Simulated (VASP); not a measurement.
# SiC (F-43m) in VASP: elastic constants with PBEsol

Aim: the elastic constants of SiC with PBEsol.

Everything below comes from runs of VASP 6.6.1. Logs are shortened: lines on timing, memory, paths and dates and some standing lists are left out, and cuts for length are marked.

### Step 1. The cell of the first run

The structure is cubic, space group F-43m (No. 216). The conventional cell has a = 4.279 Å, b = 4.279 Å, c = 4.279 Å, α = 90.00°, β = 90.00°, γ = 90.00°. Si (site symmetry -43m) has 4 C at 1.85 Å within 2.5 Å. Within 2.5 Å of C (site symmetry -43m) lie 4 Si at 1.85 Å.

### Step 2. Elastic constants, PBEsol

The input, INCAR:

```
PREC = Accurate ; ENCUT = 600
EDIFF = 1E-8 ; ISMEAR = 0
SIGMA = 0.01 ; LREAL = F
LASPH = T ; NELM = 60
ALGO = Normal ; ISIF = 3
LWAVE = F ; LCHARG = F
GGA = PS ; IBRION = 6
NFREE = 2 ; POTIM = 0.015
NSW = 1
```

The input, KPOINTS:

```
regular mesh
0
Gamma
  12 12 12
```

The input, POSCAR:

```
SiC
1.0
    0.0000000000      2.1397000000      2.1397000000
    2.1397000000      0.0000000000      2.1397000000
    2.1397000000      2.1397000000      0.0000000000
Si C
1 1
Direct
    0.0000000000      0.0000000000      0.0000000000
    0.2500000000      0.2500000000      0.2500000000
```

Potentials or basis: VASP PAW PBE potentials, release 64 (Si, C).

On the command line:

```console
cat potpaw_PBE.64/Si/POTCAR potpaw_PBE.64/C/POTCAR > POTCAR
mpirun -np 1 vasp_std > vasp.out
```

OUTCAR:

```text
PREC = Accurate
   ENCUT = 600
   EDIFF = 1E-8
   ISMEAR = 0
   LREAL = F
   LASPH = T
   NELM = 60
   ISIF = 3
   GGA = PS
   IBRION = 6
   NFREE = 2
   POTIM = 0.015
   NSW = 1

 ion  position               nearest neighbor table
   1  0.000  0.000  0.000-   2 1.85   2 1.85   2 1.85   2 1.85
   2  0.250  0.250  0.250-   1 1.85   1 1.85   1 1.85   1 1.85

  LATTYP: Found a face centered cubic cell.
 ALAT       =     4.2794000000

  Lattice vectors:

 A1 = (   0.0000000000,   2.1397000000,   2.1397000000)
 A2 = (   2.1397000000,   0.0000000000,   2.1397000000)
 A3 = (   2.1397000000,   2.1397000000,   0.0000000000)

Analysis of symmetry for initial positions (statically):
=====================================================================
 Subroutine PRICEL returns:
 Original cell was already a primitive cell.

 Routine SETGRP: Setting up the symmetry group for a
 face centered cubic supercell.

 Subroutine GETGRP returns: Found 24 space group operations
 (whereof 24 operations were pure point group operations)
 out of a pool of 48 trial point group operations.

The static configuration has the point symmetry T_d .

Analysis of symmetry for dynamics (positions and initial velocities):
=====================================================================
 Subroutine PRICEL returns:
 Original cell was already a primitive cell.

 Routine SETGRP: Setting up the symmetry group for a
 face centered cubic supercell.

 Subroutine GETGRP returns: Found 24 space group operations
 (whereof 24 operations were pure point group operations)
 out of a pool of 48 trial point group operations.

The dynamic configuration has the point symmetry T_d .

 Subroutine INISYM returns: Found 24 space group operations
 (whereof 24 operations are pure point group operations),
 and found     1 'primitive' translations

----------------------------------------------------------------------------------------

                                     Primitive cell

  volume of cell :      19.5924

  direct lattice vectors                    reciprocal lattice vectors
     0.000000000  2.139700000  2.139700000    -0.233677618  0.233677618  0.233677618
     2.139700000  0.000000000  2.139700000     0.233677618 -0.233677618  0.233677618
     2.139700000  2.139700000  0.000000000     0.233677618  0.233677618 -0.233677618

  length of vectors
     3.025992759  3.025992759  3.025992759     0.404741508  0.404741508  0.404741508

  position of ions in fractional coordinates (direct lattice)
     0.000000000  0.000000000  0.000000000
     0.250000000  0.250000000  0.250000000

  ion indices of the primitive-cell ions
   primitive index   ion index
                 1           1
                 2           2

----------------------------------------------------------------------------------------

 KPOINTS: regular mesh

Automatic generation of k-mesh.
 Grid dimensions read from file:
 generate k-points for:   12   12   12

 Generating k-lattice:

  Cartesian coordinates                     Fractional coordinates (reciprocal lattice)
    -0.019473135  0.019473135  0.019473135     0.083333333  0.000000000  0.000000000
     0.019473135 -0.019473135  0.019473135     0.000000000  0.083333333  0.000000000
     0.019473135  0.019473135 -0.019473135     0.000000000  0.000000000  0.083333333

  Length of vectors
     0.033728459  0.033728459  0.033728459

  Shift w.r.t. Gamma in fractional coordinates (k-lattice)
     0.000000000  0.000000000  0.000000000

 Subroutine IBZKPT returns following result:
 ===========================================

 Found     72 irreducible k-points:

 Following reciprocal coordinates:
            Coordinates               Weight
  0.000000  0.000000  0.000000      1.000000
  0.083333  0.000000  0.000000      8.000000
  0.166667  0.000000  0.000000      8.000000
  0.250000  0.000000  0.000000      8.000000
  0.333333  0.000000  0.000000      8.000000
  0.416667  0.000000  0.000000      8.000000
[... 16 lines left out ...]
  0.500000  0.166667  0.000000     24.000000
 -0.416667  0.166667  0.000000     24.000000
 [... further k-points ...]
   k-points           NKPTS =     72   k-points in BZ     NKDIM =     72   number of bands    NBANDS=      8
[... 34 lines left out ...]
   IALGO  =     38    algorithm
   IMIX   =      4    mixing-type and parameters
     AMIX     =   0.40;   BMIX     =  1.00
     AMIX_MAG =   1.60;   BMIX_MAG =  1.00
  volume/ion in A,a.u.               =       9.80        66.11
  Fermi-wavevector in a.u.,A,eV,Ry     =   1.214531  2.295131 20.069758  1.475086
  Thomas-Fermi vector in A             =   2.349948
   LORBIT       =      0    0 simple, 1 ext, 2 COOP (PROOUT), +10 PAW based schemes
   GGA     = PS    functional components
   LHFCALC =     F    Hartree Fock is set to
   AEXX    =    0.0000 exact exchange contribution
   IVDW    =     0    specifies the selected vdW correction
   LEPSILON=     F    determine dielectric tensor
   LRPA    =     F    only Hartree local field effects (RPA)
 finite differences with symmetry
 non-spin polarized calculation
 Gauss-broadening in eV      SIGMA  =   0.01
  energy-cutoff  :      600.00
  volume of cell :       19.59
 maximum number of plane-waves:       664
   NGX = 13   NGY = 13   NGZ = 13

--------------------------------------- Ionic step        1  -------------------------------------------

 number of electron       7.9999999 magnetization

 Free energy of the ion-electron system (eV)
  ---------------------------------------------------
  ext. energy  EPLUGINS =         0.00000000
  ---------------------------------------------------
  free energy    TOTEN  =       -15.87078721 eV

  energy without entropy =      -15.87078721  energy(sigma->0) =      -15.87078721

------------------------ aborting loop because EDIFF is reached ----------------------------------------

  FORCE on cell =-STRESS in cart. coord.  units (eV):
  Direction    XX          YY          ZZ          XY          YZ          ZX
  --------------------------------------------------------------------------------------
  -------------------------------------------------------------------------------------
  Total        1.6480157      1.6480157      1.6480157     -0.0000000     -0.0000000     -0.0000000
  in kB      134.7669081    134.7669081    134.7669081     -0.0000000     -0.0000000     -0.0000000
  external PRESSURE =     134.7669081 kB  Pullay stress =       0.0000000 kB
[... 89 lines left out ...]
  FREE ENERGIE OF THE ION-ELECTRON SYSTEM (eV)
  ---------------------------------------------------
  free  energy   TOTEN  =       -15.8400038991 eV

  energy  without entropy=      -15.8400038991  energy(sigma->0) =      -15.84000390

[... ionic steps 4 to 14 ...]

--------------------------------------- Ionic step       15  -------------------------------------------

 number of electron       7.9999999 magnetization

------------------------ aborting loop because EDIFF is reached ----------------------------------------
[... 67 lines left out ...]
--------------------------------------- Ionic step       17  -------------------------------------------

 number of electron       7.9999999 magnetization

 Free energy of the ion-electron system (eV)
  ---------------------------------------------------
  ext. energy  EPLUGINS =         0.00000000
  ---------------------------------------------------
  free energy    TOTEN  =       -15.86834969 eV

  energy without entropy =      -15.86834969  energy(sigma->0) =      -15.86834969

 E-fermi :   8.8712     XC(G=0): -11.7416

 val. band max:        8.7515450444   @ k =   0.0000   0.0000   0.0000
 cond. band min:       9.8627366889   @ k =   0.5000   0.5000   0.0000
 fundamental gap:      1.1111916444
 Fermi energy:         8.8712126645

 k-point     1 :       0.0000    0.0000    0.0000
  band No.  band energies     occupation
      1      -7.1797      2.00000
      2       8.6082      2.00000
      3       8.6811      2.00000
      4       8.7515      2.00000
      5      15.5046      0.00000
      6      16.2842      0.00000
      7      16.3103      0.00000
      8      16.3380      0.00000
[... 243 lines left out ...]
 k-point    24 :      -0.4167    0.1667    0.0000
  band No.  band energies     occupation
      1      -3.0244      2.00000
      2       0.3183      2.00000
      3       5.5305      2.00000
      4       7.1234      2.00000
      5      13.8905      0.00000
      6      16.7852      0.00000
      7      17.4644      0.00000
      8      20.2840      0.00000

 [... further k-points ...]

------------------------ aborting loop because EDIFF is reached ----------------------------------------

  FORCE on cell =-STRESS in cart. coord.  units (eV):
  Direction    XX          YY          ZZ          XY          YZ          ZX
  --------------------------------------------------------------------------------------
  -------------------------------------------------------------------------------------
  Total        1.6473038      1.6541022      1.6541022      0.0000000      0.1750418      0.0000000
  in kB      134.7086916    135.2646362    135.2646362      0.0000000     14.3140914      0.0000000
  external PRESSURE =     135.0793213 kB  Pullay stress =       0.0000000 kB
[... 17 lines left out ...]
  FREE ENERGIE OF THE ION-ELECTRON SYSTEM (eV)
  ---------------------------------------------------
  free  energy   TOTEN  =       -15.8683496934 eV

  energy  without entropy=      -15.8683496934  energy(sigma->0) =      -15.86834969

 INTERNAL STRAIN TENSORS FROM STRAINED CELLS
 ============================================

 INTERNAL STRAIN TENSOR FOR ION    1 for displacements in x,y,z  (eV/Angst):
          X           Y           Z          XY          YZ          ZX
  --------------------------------------------------------------------------------
  x     0.00000    -0.00000     0.00000    -0.00000    11.66522     0.00000
  y     0.00000     0.00000     0.00000    -0.00000     0.00000    11.66535
  z     0.00000    -0.00000     0.00000    11.66523    -0.00000     0.00000

 INTERNAL STRAIN TENSORS FROM DISPLACED ATOMS
 ============================================

 INTERNAL STRAIN TENSOR FOR ION    1 for displacements in x,y,z  (eV/Angst):
          X           Y           Z          XY          YZ          ZX
  --------------------------------------------------------------------------------
  x     0.00000     0.00000     0.00000     0.00000    11.68087     0.00000
  y     0.00000     0.00000     0.00000     0.00000     0.00000    11.68087
  z     0.00000     0.00000     0.00000    11.68087     0.00000     0.00000

 INTERNAL STRAIN TENSOR FOR ION    2 for displacements in x,y,z  (eV/Angst):
          X           Y           Z          XY          YZ          ZX
  --------------------------------------------------------------------------------
  x     0.00000     0.00000     0.00000     0.00000   -11.66727     0.00000
  y     0.00000     0.00000     0.00000     0.00000     0.00000   -11.66727
  z     0.00000     0.00000     0.00000   -11.66727     0.00000     0.00000

 Eigenvectors and eigenvalues of the dynamical matrix
 ----------------------------------------------------

   1 f  =   25.086422 THz   157.622636 2PiTHz  836.792956 cm-1   103.749057 meV
             X         Y         Z           dx          dy          dz
      0.000000  0.000000  0.000000     0.000000    0.547344    0.000000
      1.069850  1.069850  1.069850     0.000000   -0.836908    0.000000
[... 21 lines left out ...]
   6 f/i=    0.000802 THz     0.005037 2PiTHz    0.026743 cm-1     0.003316 meV
             X         Y         Z           dx          dy          dz
      0.000000  0.000000  0.000000     0.000000    0.000000    0.836908
      1.069850  1.069850  1.069850     0.000000    0.000000    0.547344

--------------------------------------------------------------------------------------------------------

 ELASTIC MODULI CONTR FROM IONIC RELAXATION (kBar)
 Direction    XX          YY          ZZ          XY          YZ          ZX
 --------------------------------------------------------------------------------
 XX          -0.0000      0.0000      0.0000      0.0000     -0.0000      0.0000
 YY           0.0000     -0.0000      0.0000      0.0000      0.0000     -0.0000
 ZZ           0.0000      0.0000     -0.0000     -0.0000      0.0000      0.0000
 XY           0.0000      0.0000     -0.0000   -514.4292      0.0000      0.0000
 YZ          -0.0000      0.0000      0.0000      0.0000   -514.4292      0.0000
 ZX           0.0000     -0.0000      0.0000      0.0000      0.0000   -514.4292
 --------------------------------------------------------------------------------

 TOTAL ELASTIC MODULI (kBar)
 Direction    XX          YY          ZZ          XY          YZ          ZX
 --------------------------------------------------------------------------------
 XX        4257.5205   1737.5053   1737.5053      0.0000     -0.0000     -0.0000
 YY        1737.5053   4257.5205   1737.5053      0.0000      0.0000     -0.0000
 ZZ        1737.5053   1737.5053   4257.5205     -0.0000      0.0000     -0.0000
 XY           0.0000      0.0000     -0.0000   2649.2626      0.0000      0.0000
 YZ          -0.0000      0.0000      0.0000      0.0000   2649.2626      0.0000
 ZX          -0.0000     -0.0000     -0.0000      0.0000      0.0000   2649.2626
 --------------------------------------------------------------------------------
```

It took 9.4 min on 1 thread of Intel Xeon 8259CL, shared host; peak memory 0.31 GiB.

What came out:

- Elastic constants C11, C12, C44: 426, 174, 265 GPa
- Voigt bulk modulus: 258 GPa
- Highest phonon frequency at Γ, LO-TO splitting left out: 837 cm⁻¹

Phonon frequencies in cm⁻¹ (negative: imaginary):
```
              q point        frequencies
(0.000, 0.000, 0.000)  0 0 0 837 837 837
```

Elastic tensor in Voigt notation (GPa, in the Cartesian axes of the cell as first typed):
```
426 174 174   0   0   0
174 426 174   0   0   0
174 174 426   0   0   0
  0   0   0 265   0   0
  0   0   0   0 265   0
  0   0   0   0   0 265
```

Clamped-ion elastic tensor (GPa):
```
426 174 174   0   0   0
174 426 174   0   0   0
174 174 426   0   0   0
  0   0   0 316   0   0
  0   0   0   0 316   0
  0   0   0   0   0 316
```

Caveat: the cell is under stress, which shifts elastic constants; the PAW data sets were made with another functional, which shifts forces and pressure a little.
